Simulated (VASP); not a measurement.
WC: single point with PBE

Crystal: WC.

```
CELL_PARAMETERS angstrom
2.90050 0.00000 0.00000
-1.45025 2.51191 0.00000
0.00000 0.00000 2.82900
ATOMIC_POSITIONS crystal
W 0.00896 0.01791 0.00000
C 0.66667 0.33333 0.50000
```

This cell differs from its parent crystal: one atom moved.

| Item | Value |
| --- | --- |
| Program | VASP 6.6.1 |
| Task | single point |
| Functional | PBE |
| Potentials or basis | VASP PAW PBE potentials, release 64 (W_sv, C_h) |
| Cutoff | 910 eV |
| k mesh | 15 × 15 × 14 |
| Occupations | gaussian, width 0.1 eV |
| Spin | no spin polarisation |

```yaml
Pressure: 9.8 GPa
Largest_force: 0.717 eV/Å
Band_gap_on_the_k_mesh: zero (bands 9 and 10 overlap by 1.20 eV)
```

Forces on the atoms (eV/Å):
```
W    0.000 -0.717  0.000
C    0.000  0.717  0.000
```

Stress tensor (GPa, compression positive):
```
11.30  0.00  0.00
 0.00  7.62  0.00
 0.00  0.00 10.42
```

Levels at points of the mesh, in eV from the Fermi level:
```
           k point  band 7  band 8  band 9  band 10  band 11  band 12
(0.00, 0.00, 0.00)   -3.38   -3.28    0.11     3.24     3.36     5.43
(0.00, 0.00, 0.50)   -2.30   -1.71   -0.59    -0.55     3.74     4.12
```

It took 3 min on 1 thread of Intel(R) Xeon(R) 6975P-C (Granite Rapids), on a shared host, peak memory 0.49 GiB.

Caveat: the cell differs from its parent crystal (one atom moved); the cutoff is under 1.25 times the usual one of these potentials, so pressure, stress and relaxed cells hold a basis-set (Pulay) error; the cell stands under pressure; spin-orbit coupling is left out, which moves the levels of the heavy elements.
